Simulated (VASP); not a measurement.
# SnSe (I4/mmm) in VASP: a series of runs

The runs below take SnSe through single point, with r2SCAN, PBE.

Program: VASP 6.6.1. These are calculated values, not measurements. Logs are shortened: lines on timing, memory, paths and dates and some standing lists are left out, and cuts for length are marked.

**1. The cell of the first run**

Symmetry: I4/mmm, No. 139, tetragonal system. Conventional cell: a = 4.373 Å, b = 4.373 Å, c = 5.969 Å, α = 90.00°, β = 90.00°, γ = 90.00°. Sn (site symmetry 4/mmm) has 6 Se at 2.98 to 3.09 Å within 3.9 Å. Se (site symmetry 4/mmm) has 6 Sn at 2.98 to 3.09 Å within 3.9 Å.

**2. Single point, r2SCAN (epitaxial xy strain +3.0%)**

POSCAR reads:

```
SnSe
1.0
    0.0000000000      3.0921765484      2.9847063180
    3.0921765484      0.0000000000      2.9847063180
    3.0921765484      3.0921765484      0.0000000000
Sn Se
1 1
Direct
    0.0000000000      0.0000000000      0.0000000000
    0.5000000000      0.5000000000      0.5000000000
```

INCAR.step1 reads:

```
ALGO     = Normal         # electronic algorithm
EDIFF    = 1E-4           # SCF threshold, eV
ENCUT    = 520            # plane-wave cutoff, eV
GGA      = PE             # functional
ISMEAR   = -1             # smearing method
LASPH    = True           # aspherical terms in the spheres
LCHARG   = False          # write CHGCAR
LREAL    = False          # projectors in reciprocal space
LWAVE    = True           # write WAVECAR
NBANDS   = 17             # bands
NELM     = 100            # most SCF steps
PREC     = Accurate       # precision mode
SIGMA    = 0.02           # smearing width, eV
```

INCAR.step2 reads:

```
ALGO     = Normal         # electronic algorithm
EDIFF    = 1E-6           # SCF threshold, eV
ENCUT    = 520            # plane-wave cutoff, eV
ISIF     = 2              # what is computed and relaxed
ISMEAR   = -1             # smearing method
ISTART   = 1            
LASPH    = True           # aspherical terms in the spheres
LCHARG   = False          # write CHGCAR
LMIXTAU  = True         
LREAL    = False          # projectors in reciprocal space
LWAVE    = False          # write WAVECAR
METAGGA  = R2SCAN         # meta-GGA
NBANDS   = 17             # bands
NELM     = 100            # most SCF steps
PREC     = Accurate       # precision mode
SIGMA    = 0.02           # smearing width, eV
```

KPOINTS reads:

```
k-points
0
Gamma
  8 8 8
```

Potentials or basis: VASP PAW PBE potentials, release 64 (Sn_d, Se).

Launch:

```bash
> cat potpaw_PBE.64/Sn_d/POTCAR potpaw_PBE.64/Se/POTCAR > POTCAR
> cp INCAR.step1 INCAR
> mpirun -np 1 vasp_std > vasp.out
> cp INCAR.step2 INCAR
> mpirun -np 1 vasp_std > vasp.out
```

OUTCAR:

```text
EDIFF = 1E-6
   ENCUT = 520
   ISIF = 2
   ISMEAR = -1
   ISTART = 1
   LASPH = True
   LREAL = False
   METAGGA = R2SCAN
   NELM = 100
   PREC = Accurate

 ion  position               nearest neighbor table
   1  0.000  0.000  0.000-   2 2.98   2 2.98   2 3.09   2 3.09   2 3.09   2 3.09
   2  0.500  0.500  0.500-   1 2.98   1 2.98   1 3.09   1 3.09   1 3.09   1 3.09

  LATTYP: Found a body centered tetragonal cell.
 ALAT       =     4.3729980120
 C/A-ratio  =     1.3650618225

  Lattice vectors:

 A1 = (   0.0000000000,  -3.0921765484,  -2.9847063180)
 A2 = (   0.0000000000,   3.0921765484,  -2.9847063180)
 A3 = (   3.0921765484,   0.0000000000,   2.9847063180)

Analysis of symmetry for initial positions (statically):
=====================================================================
 Subroutine PRICEL returns:
 Original cell was already a primitive cell.

 Routine SETGRP: Setting up the symmetry group for a
 body centered tetragonal supercell.

 Subroutine GETGRP returns: Found 16 space group operations
 (whereof 16 operations were pure point group operations)
 out of a pool of 16 trial point group operations.

The static configuration has the point symmetry D_4h.

Analysis of symmetry for dynamics (positions and initial velocities):
=====================================================================
 Subroutine PRICEL returns:
 Original cell was already a primitive cell.

 Routine SETGRP: Setting up the symmetry group for a
 body centered tetragonal supercell.

 Subroutine GETGRP returns: Found 16 space group operations
 (whereof 16 operations were pure point group operations)
 out of a pool of 16 trial point group operations.

The dynamic configuration has the point symmetry D_4h.

 Subroutine INISYM returns: Found 16 space group operations
 (whereof 16 operations are pure point group operations),
 and found     1 'primitive' translations

----------------------------------------------------------------------------------------

                                     Primitive cell

  volume of cell :      57.0769

  direct lattice vectors                    reciprocal lattice vectors
     0.000000000  3.092176548  2.984706318    -0.161698400  0.161698400  0.167520669
     3.092176548  0.000000000  2.984706318     0.161698400 -0.161698400  0.167520669
     3.092176548  3.092176548  0.000000000     0.161698400  0.161698400 -0.167520669

  length of vectors
     4.297677002  4.297677002  4.372998012     0.283471197  0.283471197  0.283471197

  position of ions in fractional coordinates (direct lattice)
     0.000000000  0.000000000  0.000000000
     0.500000000  0.500000000  0.500000000

  ion indices of the primitive-cell ions
   primitive index   ion index
                 1           1
                 2           2

----------------------------------------------------------------------------------------

 KPOINTS: k-points

Automatic generation of k-mesh.
 Grid dimensions read from file:
 generate k-points for:    8    8    8

 Generating k-lattice:

  Cartesian coordinates                     Fractional coordinates (reciprocal lattice)
    -0.020212300  0.020212300  0.020940084     0.125000000  0.000000000  0.000000000
     0.020212300 -0.020212300  0.020940084     0.000000000  0.125000000  0.000000000
     0.020212300  0.020212300 -0.020940084     0.000000000  0.000000000  0.125000000

  Length of vectors
     0.035433900  0.035433900  0.035433900

  Shift w.r.t. Gamma in fractional coordinates (k-lattice)
     0.000000000  0.000000000  0.000000000

 Subroutine IBZKPT returns following result:
 ===========================================

 Found     59 irreducible k-points:

 Following reciprocal coordinates:
            Coordinates               Weight
  0.000000  0.000000  0.000000      1.000000
  0.125000  0.000000  0.000000      8.000000
  0.250000  0.000000  0.000000      8.000000
  0.375000  0.000000  0.000000      8.000000
  0.500000  0.000000  0.000000      4.000000
  0.125000  0.125000  0.000000      2.000000
[... 16 lines left out ...]
  0.250000  0.000000  0.125000     16.000000
  0.375000  0.000000  0.125000     16.000000
 [... further k-points ...]
   k-points           NKPTS =     59   k-points in BZ     NKDIM =     59   number of bands    NBANDS=     17
   number of dos      NEDOS =    301   number of ions     NIONS =      2
   total plane-waves  NPLWV =  36864
   dimension x,y,z NGX =    32 NGY =   32 NGZ =   36
   dimension x,y,z NGXF=    64 NGYF=   64 NGZF=   72
   ions per type =               1   1
   NGX,Y,Z   is equivalent  to a cutoff of  12.38, 12.38, 13.69 a.u.
   NGXF,Y,Z  is equivalent  to a cutoff of  24.76, 24.76, 27.37 a.u.
 SYSTEM =  unknown system
   PREC   = accura    normal or accurate (medium, high low for compatibility)
   ISTART =      1    job   : 0-new  1-cont  2-samecut
   ICHARG =      0    charge: 1-file 2-atom 10-const
   ISPIN  =      1    spin polarized calculation?
   LNONCOLLINEAR =      F non collinear calculations
   LSORBIT =      F    spin-orbit coupling
   LASPH  =      T    aspherical Exc in radial PAW
   ENCUT  =  520.0 eV  38.22 Ry    6.18 a.u.   7.99  7.99  8.13*2*pi/ulx,y,z
   NELM   =    100;   NELMIN=  2; NELMDL=  0     # of ELM steps
   EDIFF  = 0.1E-05   stopping-criterion for ELM
   LREAL  =      F    real-space projection
   EDIFFG = 0.1E-04   stopping-criterion for IOM
   NSW    =      0    number of steps for IOM
   IBRION =     -1    ionic relax: 0-MD 1-quasi-New 2-CG
   NFREE  =      0    steps in history (QN), initial steepest desc. (CG)
   ISIF   =      2    stress and relaxation
   ISYM   =      2    0-nonsym 1-usesym 2-fastsym
   POTIM  = 0.5000    time-step for ionic-motion
   TEBEG  =    0.0;   TEEND  =   0.0 temperature during run
   PSTRESS=    0.0 pullay stress
   NELECT =      20.0000    total number of electrons
   NUPDOWN=      -1.0000    fix difference up-down
   EMIN   =  10.00;   EMAX   =-10.00  energy-range for DOS
   EFERMI =   0.00;   METHOD = LEGACY
   ISMEAR =    -1;   SIGMA  =   0.02  broadening in eV -4-tet -1-fermi 0-gaus
   EFERMI_NEDOS =   21; number of points for ismear=-14 and -15
   IALGO  =     38    algorithm
   IMIX   =      4    mixing-type and parameters
     AMIX     =   0.40;   BMIX     =  1.00
     AMIX_MAG =   1.60;   BMIX_MAG =  1.00
  volume/ion in A,a.u.               =      28.54       192.59
  Fermi-wavevector in a.u.,A,eV,Ry     =   1.154157  2.181040 18.124017  1.332078
  Thomas-Fermi vector in A             =   2.290795
   LORBIT       =      0    0 simple, 1 ext, 2 COOP (PROOUT), +10 PAW based schemes
   METAGGA = R2SCAN    functional components
   LHFCALC =     F    Hartree Fock is set to
   AEXX    =    0.0000 exact exchange contribution
   IVDW    =     0    specifies the selected vdW correction
   LEPSILON=     F    determine dielectric tensor
   LRPA    =     F    only Hartree local field effects (RPA)
 non-spin polarized calculation
  energy-cutoff  :      520.00
  volume of cell :       57.08
 maximum number of plane-waves:      1556
   NGX = 15   NGY = 15   NGZ = 17

 number of electron      19.9999997 magnetization

 Free energy of the ion-electron system (eV)
  ---------------------------------------------------
  ext. energy  EPLUGINS =         0.00000000
  ---------------------------------------------------
  free energy    TOTEN  =       -39.84420846 eV

  energy without entropy =      -39.84420470  energy(sigma->0) =      -39.84420658

 E-fermi :   5.3671     XC(G=0):  -9.9666

 val. band max:        5.2227126595   @ k =   0.5000   0.0000   0.0000
 cond. band min:       5.5114781409   @ k =   0.5000   0.0000   0.0000
 fundamental gap:      0.2887654814
 Fermi energy:         5.3670954012

 k-point     1 :       0.0000    0.0000    0.0000
  band No.  band energies     occupation
      1     -17.3635      2.00000
      2     -17.3630      2.00000
      3     -17.3505      2.00000
      4     -17.3504      2.00000
      5     -17.3470      2.00000
      6      -9.2076      2.00000
[... 9 lines left out ...]
     16      11.4844      0.00000
     17      13.2376      0.00000

 k-point     2 :       0.1250    0.0000    0.0000
  band No.  band energies     occupation
      1     -17.3639      2.00000
      2     -17.3624      2.00000
      3     -17.3498      2.00000
      4     -17.3492      2.00000
      5     -17.3476      2.00000
      6      -9.1032      2.00000
[... 9 lines left out ...]
     16      11.7460      0.00000
     17      14.2076      0.00000

 k-point     3 :       0.2500    0.0000    0.0000
  band No.  band energies     occupation
      1     -17.3654      2.00000
      2     -17.3613      2.00000
      3     -17.3507      2.00000
      4     -17.3463      2.00000
      5     -17.3457      2.00000
      6      -8.8241      2.00000
[... 9 lines left out ...]
     16      12.6530      0.00000
     17      16.3133      0.00000

 k-point     4 :       0.3750    0.0000    0.0000
  band No.  band energies     occupation
      1     -17.3672      2.00000
      2     -17.3611      2.00000
      3     -17.3522      2.00000
      4     -17.3437      2.00000
      5     -17.3418      2.00000
      6      -8.4919      2.00000
[... 9 lines left out ...]
     16      14.1590      0.00000
     17      16.6777      0.00000
[... 343 lines left out ...]
      1     -17.3650      2.00000
      2     -17.3612      2.00000
      3     -17.3512      2.00000
      4     -17.3481      2.00000
      5     -17.3473      2.00000
      6      -9.0732      2.00000
[... 9 lines left out ...]
     16      12.4152      0.00000
     17      13.5699      0.00000

 k-point    23 :       0.2500    0.0000    0.1250
  band No.  band energies     occupation
      1     -17.3670      2.00000
      2     -17.3597      2.00000
      3     -17.3508      2.00000
      4     -17.3483      2.00000
      5     -17.3448      2.00000
      6      -8.8560      2.00000
[... 9 lines left out ...]
     16      13.2729      0.00000
     17      14.7882      0.00000

 k-point    24 :       0.3750    0.0000    0.1250
  band No.  band energies     occupation
      1     -17.3688      2.00000
      2     -17.3591      2.00000
      3     -17.3508      2.00000
      4     -17.3471      2.00000
      5     -17.3415      2.00000
      6      -8.5381      2.00000
[... 9 lines left out ...]
     16      14.6413      0.00000
     17      16.4968      0.00000

 [... further k-points ...]
[... 5 lines left out ...]
  --------------------------------------------------------------------------------------
  -------------------------------------------------------------------------------------
  Total       -1.2102456     -1.2102456      0.1181009      0.0000000      0.0000000     -0.0000000
  in kB      -33.9722213    -33.9722213      3.3151543      0.0000000      0.0000000     -0.0000000
  external PRESSURE =     -21.5430961 kB  Pullay stress =       0.0000000 kB

 VOLUME and BASIS-vectors are now :
 -----------------------------------------------------------------------------
  energy-cutoff  :      520.00
  volume of cell :       57.08
      direct lattice vectors                 reciprocal lattice vectors
     0.000000000  3.092176548  2.984706318    -0.161698400  0.161698400  0.167520669
     3.092176548  0.000000000  2.984706318     0.161698400 -0.161698400  0.167520669
     3.092176548  3.092176548  0.000000000     0.161698400  0.161698400 -0.167520669

 POSITION                                       TOTAL-FORCE (eV/Angst)
 -----------------------------------------------------------------------------------
      0.00000      0.00000      0.00000         0.000000      0.000000     -0.000000
      3.09218      3.09218      2.98471         0.000000      0.000000      0.000000
 -----------------------------------------------------------------------------------
    total drift:                                0.000000     -0.000000     -0.000000

  FREE ENERGIE OF THE ION-ELECTRON SYSTEM (eV)
  ---------------------------------------------------
  free  energy   TOTEN  =       -39.8442084553 eV

  energy  without entropy=      -39.8442046954  energy(sigma->0) =      -39.84420658
```

Run time: 1.9 min. Hardware: 1 thread of Intel Xeon Platinum 8375C at 2.90GHz (Ice Lake), shared host; peak memory 0.23 GiB.

What came out:

```
Free energy            : -39.8442 eV
Pressure               : -2.2 GPa
Band gap on the k mesh : 0.29 eV, direct
```

Stress tensor (GPa, compression positive):
```
-3.40  0.00  0.00
 0.00 -3.40  0.00
 0.00  0.00  0.33
```

Caveat: the cell differs from its parent crystal (epitaxial xy strain +3.0%); the PAW data sets were made with another functional, which shifts forces and pressure a little; spin-orbit coupling is left out, which moves the levels of the heavy elements. A k mesh can miss the band edges.

**3. Single point, PBE (epitaxial xy strain +3.0%)**

INCAR reads:

```
PREC     = Accurate       # precision mode
ENCUT    = 500            # plane-wave cutoff, eV
EDIFF    = 1E-6           # SCF threshold, eV
ISMEAR   = -1             # smearing method
SIGMA    = 0.02           # smearing width, eV
LREAL    = F              # projectors in reciprocal space
LASPH    = T              # aspherical terms in the spheres
NELM     = 120            # most SCF steps
ALGO     = Normal         # electronic algorithm
ISIF     = 2              # what is computed and relaxed
LWAVE    = F              # write WAVECAR
LCHARG   = F              # write CHGCAR
GGA      = PE             # functional
NBANDS   = 17             # bands
GGA_COMPAT= F
```

KPOINTS reads:

```
Automatic mesh
0
Gamma
  8 8 8
```

POSCAR is that of step 2.

Potentials or basis: VASP PAW PBE potentials, release 64 (Sn_d, Se).

Launch:

```bash
> cat potpaw_PBE.64/Sn_d/POTCAR potpaw_PBE.64/Se/POTCAR > POTCAR
> mpirun -np 1 vasp_std > vasp.out
```

OUTCAR:

```text
PREC = Accurate
   ENCUT = 500
   EDIFF = 1E-6
   ISMEAR = -1
   LREAL = F
   LASPH = T
   NELM = 120
   ISIF = 2
   GGA = PE

 ion  position               nearest neighbor table
   1  0.000  0.000  0.000-   2 2.98   2 2.98   2 3.09   2 3.09   2 3.09   2 3.09
   2  0.500  0.500  0.500-   1 2.98   1 2.98   1 3.09   1 3.09   1 3.09   1 3.09

  LATTYP: Found a body centered tetragonal cell.
 ALAT       =     4.3729980120
 C/A-ratio  =     1.3650618225

  Lattice vectors:

 A1 = (   0.0000000000,  -3.0921765484,  -2.9847063180)
[... 190 lines left out ...]
      6      -8.4793      2.00000
[... 457 lines left out ...]
      4     -16.5170      2.00000
      5     -16.5129      2.00000
      6      -7.8410      2.00000
[... 9 lines left out ...]
     16      14.2417      0.00000
     17      16.0311      0.00000

 [... further k-points ...]
[... 5 lines left out ...]
  --------------------------------------------------------------------------------------
  -------------------------------------------------------------------------------------
  Total       -0.8343664     -0.8343664      0.4863327      0.0000000      0.0000000     -0.0000000
  in kB      -23.4210960    -23.4210960     13.6516113      0.0000000      0.0000000     -0.0000000
  external PRESSURE =     -11.0635269 kB  Pullay stress =       0.0000000 kB

 VOLUME and BASIS-vectors are now :
 -----------------------------------------------------------------------------
  energy-cutoff  :      500.00
  volume of cell :       57.08
      direct lattice vectors                 reciprocal lattice vectors
     0.000000000  3.092176548  2.984706318    -0.161698400  0.161698400  0.167520669
     3.092176548  0.000000000  2.984706318     0.161698400 -0.161698400  0.167520669
     3.092176548  3.092176548  0.000000000     0.161698400  0.161698400 -0.167520669

 POSITION                                       TOTAL-FORCE (eV/Angst)
 -----------------------------------------------------------------------------------
      0.00000      0.00000      0.00000         0.000000      0.000000      0.000000
      3.09218      3.09218      2.98471        -0.000000     -0.000000      0.000000
 -----------------------------------------------------------------------------------
    total drift:                                0.000000     -0.000000     -0.000000

  FREE ENERGIE OF THE ION-ELECTRON SYSTEM (eV)
  ---------------------------------------------------
  free  energy   TOTEN  =        -8.2009284792 eV

  energy  without entropy=       -8.2009282864  energy(sigma->0) =       -8.20092838
```

Wall time 68 s (1 thread of Intel Xeon 8259CL, shared host); peak memory 0.2 GiB.

What came out:

```
Free energy            : -8.2009 eV
Pressure               : -1.1 GPa
Band gap on the k mesh : 0.42 eV, direct
```

Stress tensor (GPa, compression positive):
```
-2.34  0.00  0.00
 0.00 -2.34  0.00
 0.00  0.00  1.37
```

Levels at points of the mesh, in eV from the valence-band top:
```csv
k point,band 7,band 8,band 9,band 10,band 11,band 12,band 13,band 14
"(0.00, 0.00, 0.00)",-5.22,-2.31,-1.97,-1.97,3.86,3.86,4.68,5.82
"(0.50, 0.00, 0.00)",-7.85,-1.88,-1.83,0.00,0.42,1.17,1.36,8.11
"(0.50, 0.50, 0.00)",-6.10,-5.23,-3.49,-3.49,3.09,4.96,4.96,5.99
"(0.50, 0.00, 0.50)",-5.97,-5.16,-3.62,-3.23,3.20,4.73,5.51,5.56
```

Caveat: the cell differs from its parent crystal (epitaxial xy strain +3.0%); spin-orbit coupling is left out, which moves the levels of the heavy elements.

(Continued in part 2 of 2.)
